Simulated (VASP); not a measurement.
# SiO2 (P6_422) in VASP: notebook

Runs on SiO2. Level: r2SCAN. Tasks: single point.

Program: VASP 6.6.1. These are calculated values, not measurements. Logs are shortened: lines on timing, memory, paths and dates and some standing lists are left out, and cuts for length are marked.

## (1) The cell of the first run

It takes space group P6_422 (No. 181, hexagonal). The conventional cell has a = 5.009 Å, b = 5.009 Å, c = 5.574 Å, α = 90.00°, β = 90.00°, γ = 120.00°. Within 2.1 Å of Si (site symmetry 222) lie 4 O at 1.60 Å. O (site symmetry 2) has 2 Si at 1.60 Å within 2.1 Å.

## (2) Single point, r2SCAN (biaxial strain in the a-b plane: -1.0 %)

The input, POSCAR:

```
SiO2
1.0
    5.0090810639      0.0000000000      0.0000000000
   -2.5045405320      4.3379914510      0.0000000000
    0.0000000000      0.0000000000      5.5743321416
Si O
3 6
Direct
    0.0000000000      0.5000000000      0.3333333333
    0.5000000000      0.5000000000      0.6666666667
    0.5000000000      0.0000000000      0.0000000000
    0.5834989526      0.7917494763      0.8333333333
    0.7917494763      0.5834989526      0.5000000000
    0.7917494763      0.2082505237      0.1666666667
    0.4165010474      0.2082505237      0.8333333333
    0.2082505237      0.4165010474      0.5000000000
    0.2082505237      0.7917494763      0.1666666667
```

The input, INCAR.step1:

```
SYSTEM = SiO2
PREC = Accurate
ENCUT = 520
ISMEAR = 0
SIGMA = 0.02
LREAL = .FALSE.
LASPH = .TRUE.
NELM = 100
NBANDS = 34
GGA = PE
ALGO = Normal
EDIFF = 1E-4
LWAVE = .TRUE.
LCHARG = .FALSE.
```

The input, INCAR.step2:

```
SYSTEM = SiO2
PREC = Accurate
ENCUT = 520
EDIFF = 1E-6
ISMEAR = 0
SIGMA = 0.02
LREAL = .FALSE.
LASPH = .TRUE.
NELM = 100
ALGO = Normal
ISIF = 2
LWAVE = .FALSE.
LCHARG = .FALSE.
METAGGA = R2SCAN
LMIXTAU = .TRUE.
NBANDS = 34
ISTART = 1
```

The input, KPOINTS:

```
regular mesh
0
G
  6 6 4
  0 0 0
```

Potentials or basis: VASP PAW PBE potentials, release 64 (Si, O).

Launch:

```
> cat potpaw_PBE.64/Si/POTCAR potpaw_PBE.64/O/POTCAR > POTCAR
> cp INCAR.step1 INCAR
> mpirun -np 1 vasp_std > vasp.out
> cp INCAR.step2 INCAR
> mpirun -np 1 vasp_std > vasp.out
```

OUTCAR:

```text
SYSTEM = SiO2
   PREC = Accurate
   ENCUT = 520
   EDIFF = 1E-6
   ISMEAR = 0
   LREAL = .FALSE.
   LASPH = .TRUE.
   NELM = 100
   ISIF = 2
   METAGGA = R2SCAN
   ISTART = 1

 ion  position               nearest neighbor table
   1  0.000  0.500  0.333-   6 1.60   9 1.60   8 1.60   5 1.60   3 3.12   3 3.12   2 3.12   2 3.12

   2  0.500  0.500  0.667-   4 1.60   7 1.60   5 1.60   8 1.60   3 3.12   3 3.12   1 3.12   1 3.12

   3  0.500  0.000  0.000-   6 1.60   9 1.60   7 1.60   4 1.60   1 3.12   1 3.12   2 3.12   2 3.12

   4  0.583  0.792  0.833-   2 1.60   3 1.60
   5  0.792  0.583  0.500-   2 1.60   1 1.60
   6  0.792  0.208  0.167-   1 1.60   3 1.60
   7  0.417  0.208  0.833-   2 1.60   3 1.60
   8  0.208  0.417  0.500-   2 1.60   1 1.60
   9  0.208  0.792  0.167-   1 1.60   3 1.60

  LATTYP: Found a hexagonal cell.
 ALAT       =     5.0090810639
 C/A-ratio  =     1.1128452645

  Lattice vectors:

 A1 = (   5.0090810639,   0.0000000000,   0.0000000000)
 A2 = (  -2.5045405320,   4.3379914510,   0.0000000000)
 A3 = (   0.0000000000,   0.0000000000,   5.5743321416)

Analysis of symmetry for initial positions (statically):
=====================================================================
 Subroutine PRICEL returns:
 Original cell was already a primitive cell.

 Routine SETGRP: Setting up the symmetry group for a
 hexagonal supercell.

 Subroutine GETGRP returns: Found 12 space group operations
 (whereof  4 operations were pure point group operations)
 out of a pool of 24 trial point group operations.

The static configuration has the point symmetry D_2 .
 The point group associated with its full space group is D_6 .

Analysis of symmetry for dynamics (positions and initial velocities):
=====================================================================
 Subroutine PRICEL returns:
 Original cell was already a primitive cell.

 Routine SETGRP: Setting up the symmetry group for a
 hexagonal supercell.

 Subroutine GETGRP returns: Found 12 space group operations
 (whereof  4 operations were pure point group operations)
 out of a pool of 24 trial point group operations.

The dynamic configuration has the point symmetry D_2 .
 The point group associated with its full space group is D_6 .

 Subroutine INISYM returns: Found 12 space group operations
 (whereof  4 operations are pure point group operations),
 and found     1 'primitive' translations

----------------------------------------------------------------------------------------

                                     Primitive cell

  volume of cell :     121.1266

  direct lattice vectors                    reciprocal lattice vectors
     5.009081064  0.000000000  0.000000000     0.199637416  0.115260716  0.000000000
    -2.504540532  4.337991451  0.000000000     0.000000000  0.230521432  0.000000000
     0.000000000  0.000000000  5.574332142     0.000000000  0.000000000  0.179393688

  length of vectors
     5.009081064  5.009081064  5.574332142     0.230521432  0.230521432  0.179393688

  position of ions in fractional coordinates (direct lattice)
     0.000000000  0.500000000  0.333333333
     0.500000000  0.500000000  0.666666667
     0.500000000  0.000000000  0.000000000
     0.583498953  0.791749476  0.833333333
     0.791749476  0.583498953  0.500000000
     0.791749476  0.208250524  0.166666667
     0.416501047  0.208250524  0.833333333
     0.208250524  0.416501047  0.500000000
     0.208250524  0.791749476  0.166666667

  ion indices of the primitive-cell ions
   primitive index   ion index
                 1           1
                 2           2
                 3           3
                 4           4
                 5           5
                 6           6
                 7           7
                 8           8
                 9           9

----------------------------------------------------------------------------------------

 KPOINTS: regular mesh

Automatic generation of k-mesh.
 Grid dimensions read from file:
 generate k-points for:    6    6    4

 Generating k-lattice:

  Cartesian coordinates                     Fractional coordinates (reciprocal lattice)
     0.033272903  0.019210119  0.000000000     0.166666667  0.000000000  0.000000000
     0.000000000  0.038420239  0.000000000     0.000000000  0.166666667  0.000000000
     0.000000000  0.000000000  0.044848422     0.000000000  0.000000000  0.250000000

  Length of vectors
     0.038420239  0.038420239  0.044848422

  Shift w.r.t. Gamma in fractional coordinates (k-lattice)
     0.000000000  0.000000000  0.000000000

 Subroutine IBZKPT returns following result:
 ===========================================

 Found     21 irreducible k-points:

 Following reciprocal coordinates:
            Coordinates               Weight
  0.000000  0.000000  0.000000      1.000000
  0.166667  0.000000  0.000000      6.000000
  0.333333  0.000000  0.000000      6.000000
  0.500000  0.000000  0.000000      3.000000
  0.166667  0.166667  0.000000      6.000000
  0.333333  0.166667  0.000000     12.000000
[... 13 lines left out ...]
  0.333333  0.166667  0.500000     12.000000
  0.333333  0.333333  0.500000      2.000000
   k-points           NKPTS =     21   k-points in BZ     NKDIM =     21   number of bands    NBANDS=     34
   number of dos      NEDOS =    301   number of ions     NIONS =      9
   total plane-waves  NPLWV =  67200
   dimension x,y,z NGX =    40 NGY =   40 NGZ =   42
   dimension x,y,z NGXF=    80 NGYF=   80 NGZF=   84
   ions per type =               3   6
   NGX,Y,Z   is equivalent  to a cutoff of  13.28, 13.28, 12.53 a.u.
   NGXF,Y,Z  is equivalent  to a cutoff of  26.55, 26.55, 25.05 a.u.
 SYSTEM =  SiO2
   PREC   = accura    normal or accurate (medium, high low for compatibility)
   ISTART =      1    job   : 0-new  1-cont  2-samecut
   ICHARG =      0    charge: 1-file 2-atom 10-const
   ISPIN  =      1    spin polarized calculation?
   LNONCOLLINEAR =      F non collinear calculations
   LSORBIT =      F    spin-orbit coupling
   LASPH  =      T    aspherical Exc in radial PAW
   ENCUT  =  520.0 eV  38.22 Ry    6.18 a.u.   9.31  9.31 10.36*2*pi/ulx,y,z
   NELM   =    100;   NELMIN=  2; NELMDL=  0     # of ELM steps
   EDIFF  = 0.1E-05   stopping-criterion for ELM
   LREAL  =      F    real-space projection
   EDIFFG = 0.1E-04   stopping-criterion for IOM
   NSW    =      0    number of steps for IOM
   IBRION =     -1    ionic relax: 0-MD 1-quasi-New 2-CG
   NFREE  =      0    steps in history (QN), initial steepest desc. (CG)
   ISIF   =      2    stress and relaxation
   ISYM   =      2    0-nonsym 1-usesym 2-fastsym
   POTIM  = 0.5000    time-step for ionic-motion
   TEBEG  =    0.0;   TEEND  =   0.0 temperature during run
   PSTRESS=    0.0 pullay stress
   NELECT =      48.0000    total number of electrons
   NUPDOWN=      -1.0000    fix difference up-down
   EMIN   =  10.00;   EMAX   =-10.00  energy-range for DOS
   EFERMI =   0.00;   METHOD = LEGACY
   ISMEAR =     0;   SIGMA  =   0.02  broadening in eV -4-tet -1-fermi 0-gaus
   EFERMI_NEDOS =   21; number of points for ismear=-14 and -15
   IALGO  =     38    algorithm
   IMIX   =      4    mixing-type and parameters
     AMIX     =   0.40;   BMIX     =  1.00
     AMIX_MAG =   1.60;   BMIX_MAG =  1.00
  volume/ion in A,a.u.               =      13.46        90.82
  Fermi-wavevector in a.u.,A,eV,Ry     =   1.202473  2.272345 19.673230  1.445942
  Thomas-Fermi vector in A             =   2.338253
   LORBIT       =      0    0 simple, 1 ext, 2 COOP (PROOUT), +10 PAW based schemes
   METAGGA = R2SCAN    functional components
   LHFCALC =     F    Hartree Fock is set to
   AEXX    =    0.0000 exact exchange contribution
   IVDW    =     0    specifies the selected vdW correction
   LEPSILON=     F    determine dielectric tensor
   LRPA    =     F    only Hartree local field effects (RPA)
 non-spin polarized calculation
 Gauss-broadening in eV      SIGMA  =   0.02
  energy-cutoff  :      520.00
  volume of cell :      121.13
 maximum number of plane-waves:      3308
 NGX is ok and might be reduce to    40
   NGX = 19   NGY = 19   NGZ = 21

 number of electron      47.9999967 magnetization

 Free energy of the ion-electron system (eV)
  ---------------------------------------------------
  ext. energy  EPLUGINS =         0.00000000
  ---------------------------------------------------
  free energy    TOTEN  =       -89.33283832 eV

  energy without entropy =      -89.33283832  energy(sigma->0) =      -89.33283832

 E-fermi :   0.3469     XC(G=0):  -9.2653

 val. band max:        0.1960648223   @ k =   0.0000   0.0000   0.5000
 cond. band min:       6.5443796787   @ k =   0.0000   0.0000   0.0000
 fundamental gap:      6.3483148564
 Fermi energy:         0.3469367687

 k-point     1 :       0.0000    0.0000    0.0000
  band No.  band energies     occupation
      1     -20.3148      2.00000
      2     -18.8617      2.00000
      3     -18.8617      2.00000
      4     -18.2327      2.00000
      5     -18.1879      2.00000
      6     -18.1879      2.00000
[... 26 lines left out ...]
     33      14.5397      0.00000
     34      14.5462      0.00000

 k-point     2 :       0.1667    0.0000    0.0000
  band No.  band energies     occupation
      1     -20.2384      2.00000
      2     -18.9541      2.00000
      3     -18.8514      2.00000
      4     -18.2404      2.00000
      5     -18.2001      2.00000
      6     -18.2001      2.00000
[... 26 lines left out ...]
     33      14.3619      0.00000
     34      14.5524      0.00000

 k-point     3 :       0.3333    0.0000    0.0000
  band No.  band energies     occupation
      1     -20.0341      2.00000
      2     -19.2005      2.00000
      3     -18.8298      2.00000
      4     -18.2545      2.00000
      5     -18.2260      2.00000
      6     -18.2146      2.00000
[... 26 lines left out ...]
     33      13.6461      0.00000
     34      13.8445      0.00000

 k-point     4 :       0.5000    0.0000    0.0000
  band No.  band energies     occupation
      1     -19.8588      2.00000
      2     -19.3999      2.00000
      3     -18.8184      2.00000
      4     -18.2596      2.00000
      5     -18.2395      2.00000
      6     -18.2195      2.00000
[... 26 lines left out ...]
     33      13.1398      0.00000
     34      13.1867      0.00000

 k-point     5 :       0.1667    0.1667    0.0000
  band No.  band energies     occupation
      1     -20.0956      2.00000
      2     -19.1232      2.00000
      3     -18.8410      2.00000
      4     -18.2513      2.00000
      5     -18.2218      2.00000
      6     -18.2079      2.00000
[... 510 lines left out ...]
 k-point    19 :       0.1667    0.1667    0.5000
  band No.  band energies     occupation
      1     -19.8422      2.00000
      2     -19.6472      2.00000
      3     -18.5610      2.00000
      4     -18.2440      2.00000
      5     -18.2205      2.00000
      6     -18.2168      2.00000
[... 26 lines left out ...]
     33      12.9760      0.00000
     34      13.5982      0.00000

 k-point    20 :       0.3333    0.1667    0.5000
  band No.  band energies     occupation
      1     -19.8172      2.00000
      2     -19.3974      2.00000
      3     -18.8766      2.00000
      4     -18.2570      2.00000
      5     -18.2330      2.00000
      6     -18.2281      2.00000
[... 26 lines left out ...]
     33      12.6805      0.00000
     34      12.8049      0.00000

 k-point    21 :       0.3333    0.3333    0.5000
  band No.  band energies     occupation
      1     -19.8057      2.00000
      2     -19.1464      2.00000
      3     -19.1464      2.00000
      4     -18.2571      2.00000
      5     -18.2397      2.00000
      6     -18.2397      2.00000
[... 26 lines left out ...]
     33      12.6350      0.00000
     34      12.6523      0.00000

------------------------ aborting loop because EDIFF is reached ----------------------------------------

  FORCE on cell =-STRESS in cart. coord.  units (eV):
  Direction    XX          YY          ZZ          XY          YZ          ZX
  --------------------------------------------------------------------------------------
  -------------------------------------------------------------------------------------
  Total        2.4559105      2.4559105      1.6176241     -0.0000000      0.0000000     -0.0000000
  in kB       32.4850483     32.4850483     21.3967881     -0.0000000      0.0000000     -0.0000000
  external PRESSURE =      28.7889616 kB  Pullay stress =       0.0000000 kB

 VOLUME and BASIS-vectors are now :
 -----------------------------------------------------------------------------
  energy-cutoff  :      520.00
  volume of cell :      121.13
      direct lattice vectors                 reciprocal lattice vectors
     5.009081064  0.000000000  0.000000000     0.199637416  0.115260716  0.000000000
    -2.504540532  4.337991451  0.000000000     0.000000000  0.230521432  0.000000000
     0.000000000  0.000000000  5.574332142     0.000000000  0.000000000  0.179393688

 POSITION                                       TOTAL-FORCE (eV/Angst)
 -----------------------------------------------------------------------------------
     -1.25227      2.16900      1.85811         0.000000     -0.000000     -0.000000
      1.25227      2.16900      3.71622         0.000000      0.000000      0.000000
      2.50454      0.00000      0.00000         0.000000      0.000000      0.000000
      0.93982      3.43460      4.64528         0.105728      0.061042     -0.000000
      2.50454      2.53121      2.78717        -0.000000      0.122084     -0.000000
      3.44437      0.90339      0.92906         0.105728     -0.061042      0.000000
      1.56472      0.90339      4.64528        -0.105728     -0.061042     -0.000000
     -0.00000      1.80678      2.78717         0.000000     -0.122084     -0.000000
     -0.93982      3.43460      0.92906        -0.105728      0.061042     -0.000000
 -----------------------------------------------------------------------------------
    total drift:                                0.000000     -0.000000      0.000001

  FREE ENERGIE OF THE ION-ELECTRON SYSTEM (eV)
  ---------------------------------------------------
  free  energy   TOTEN  =       -89.3328383172 eV

  energy  without entropy=      -89.3328383172  energy(sigma->0) =      -89.33283832
```

Run time: 4 min. Hardware: 1 thread of Intel Xeon Platinum 8488C (Sapphire Rapids), shared host; peak memory 0.29 GiB.

What came out:

```
Free energy            : -89.3328 eV
Pressure               : 2.9 GPa
Largest force          : 0.122 eV/Å
Band gap on the k mesh : 6.35 eV, indirect (least direct gap 6.51 eV)
```

Forces on the atoms (eV/Å):
```
Si   0.000  0.000  0.000
Si   0.000  0.000  0.000
Si   0.000  0.000  0.000
O    0.106  0.061  0.000
O    0.000  0.122  0.000
O    0.106 -0.061  0.000
O   -0.106 -0.061  0.000
O    0.000 -0.122  0.000
O   -0.106  0.061  0.000
```

Stress tensor (GPa, compression positive):
```
3.25 0.00 0.00
0.00 3.25 0.00
0.00 0.00 2.14
```

Caveat: the cell differs from its parent crystal (biaxial strain in the a-b plane: -1.0 %); the PAW data sets were made with another functional, which shifts forces and pressure a little. A k mesh can miss the band edges.

## (3) Single point, r2SCAN (biaxial strain in the a-b plane: -1.0 %, then relaxed in part)

The input, POSCAR:

```
SiO2
1.0
    5.0090810639      0.0000000000      0.0000000000
   -2.5045405320      4.3379914510      0.0000000000
    0.0000000000      0.0000000000      5.6058285372
Si O
3 6
Direct
    0.0000000000      0.5000000000      0.3333333333
    0.5000000000      0.5000000000      0.6666666667
    0.5000000000      0.0000000000      0.0000000000
    0.5854110037      0.7927055019      0.8333333333
    0.7927055019      0.5854110037      0.5000000000
    0.7927055019      0.2072944981      0.1666666667
    0.4145889963      0.2072944981      0.8333333333
    0.2072944981      0.4145889963      0.5000000000
    0.2072944981      0.7927055019      0.1666666667
```

The input, INCAR.step1:

```
SYSTEM = SiO2
PREC     = Accurate       ! precision mode
ENCUT    = 520            ! plane-wave cutoff, eV
ISMEAR   = 0              ! smearing method
SIGMA    = 0.02           ! smearing width, eV
LREAL    = .False.        ! projectors in reciprocal space
LASPH    = .True.         ! aspherical terms in the spheres
NELM     = 80             ! most SCF steps
NBANDS   = 34             ! bands
GGA      = PE             ! functional
ALGO     = Normal         ! electronic algorithm
EDIFF    = 1E-4           ! SCF threshold, eV
LWAVE    = .True.         ! write WAVECAR
LCHARG   = .False.        ! write CHGCAR
```

The input, INCAR.step2:

```
SYSTEM = SiO2
PREC     = Accurate       ! precision mode
ENCUT    = 520            ! plane-wave cutoff, eV
EDIFF    = 1E-6           ! SCF threshold, eV
ISMEAR   = 0              ! smearing method
SIGMA    = 0.02           ! smearing width, eV
LREAL    = .False.        ! projectors in reciprocal space
LASPH    = .True.         ! aspherical terms in the spheres
NELM     = 80             ! most SCF steps
ALGO     = Normal         ! electronic algorithm
ISIF     = 2              ! what is computed and relaxed
LWAVE    = .False.        ! write WAVECAR
LCHARG   = .False.        ! write CHGCAR
METAGGA  = R2SCAN         ! meta-GGA
LMIXTAU  = .True.       
NBANDS   = 34             ! bands
ISTART   = 1
```

The input, KPOINTS:

```
Automatic mesh
0
Gamma
  6 6 4
  0 0 0
```

Potentials or basis: VASP PAW PBE potentials, release 64 (Si, O).

Launch:

```
> cat potpaw_PBE.64/Si/POTCAR potpaw_PBE.64/O/POTCAR > POTCAR
> cp INCAR.step1 INCAR
> mpirun -np 1 vasp_std > vasp.out
> cp INCAR.step2 INCAR
> mpirun -np 1 vasp_std > vasp.out
```

Wall time 4.5 min (1 thread of Intel Xeon Platinum 8488C (Sapphire Rapids), shared host); peak memory 0.29 GiB.

It converged, with:

| Quantity | Value |
| --- | --- |
| Free energy | -89.3417 eV |
| Pressure | 1.2 GPa |
| Largest force | 0.011 eV/Å |
| Band gap on the k mesh | 6.30 eV, indirect (least direct gap 6.44 eV) |

Forces on the atoms (eV/Å):
```
Si   0.000  0.000  0.000
Si   0.000  0.000  0.000
Si   0.000  0.000  0.000
O   -0.010 -0.006  0.000
O    0.000 -0.011  0.000
O   -0.010  0.006  0.000
O    0.010  0.006  0.000
O    0.000  0.011  0.000
O    0.010 -0.006  0.000
```

Stress tensor (GPa, compression positive):
```
1.68 0.00 0.00
0.00 1.68 0.00
0.00 0.00 0.23
```

Levels at points of the mesh, in eV from the valence-band top:
| k point | band 21 | band 22 | band 23 | band 24 | band 25 | band 26 | band 27 | band 28 |
| --- | --- | --- | --- | --- | --- | --- | --- | --- |
| (0.00, 0.00, 0.00) | -1.06 | -0.48 | -0.48 | -0.15 | 6.30 | 9.71 | 9.71 | 10.13 |
| (0.50, 0.00, 0.00) | -1.18 | -1.05 | -0.40 | -0.02 | 8.42 | 9.31 | 10.38 | 10.56 |
| (0.00, 0.00, 0.50) | -1.15 | -0.35 | 0.00 | 0.00 | 8.15 | 8.15 | 9.15 | 10.71 |
| (0.50, 0.00, 0.50) | -0.96 | -0.77 | -0.74 | -0.34 | 9.56 | 9.82 | 10.01 | 10.10 |

Caveat: the cell differs from its parent crystal (biaxial strain in the a-b plane: -1.0 %, then relaxed in part); the PAW data sets were made with another functional, which shifts forces and pressure a little. A k mesh can miss the band edges.

[end of part 1 of 2]
